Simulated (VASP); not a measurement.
SnSe, a slab with vacuum:

```
CELL_PARAMETERS angstrom
4.19785 0.00000 0.00000
0.00000 4.19785 0.00000
0.00000 0.00000 10.76633
ATOMIC_POSITIONS crystal
Sn 0.00000 0.50000 0.62777
Sn 0.50000 0.00000 0.37223
Se 0.00000 0.50000 0.38396
Se 0.50000 0.00000 0.61604
```

Base run:

- Program: VASP 6.6.1
- Functional: PBE
- Potentials or basis: VASP PAW PBE potentials, release 64 (Sn_d, Se)
- Cutoff: 520 eV
- k mesh: 6 × 6 × 3
- Occupations: fermi-dirac, width 0.05 eV
- Spin: no spin polarisation

Its results: band gap on the k mesh 1.40 eV (least direct gap 1.44 eV); largest force 0.648 eV/Å.

**Question.** The run is repeated on the same cell with these changes: functional from PBE to r2SCAN; further incar settings from ALGO = Normal; EDIFF = 1e-06; NBANDS = 28 to ALGO = Normal; EDIFF = 1e-07; NBANDS = 28. What comes out?

**Answer.** Band gap on the k mesh 1.63 eV (least direct gap 1.69 eV); largest force 0.495 eV/Å.

Caveats: spin-orbit coupling is left out, which moves the levels of the heavy elements; the PAW data sets were made with another functional, which shifts forces and pressure a little (at least some runs).

A k mesh can miss the band edges.
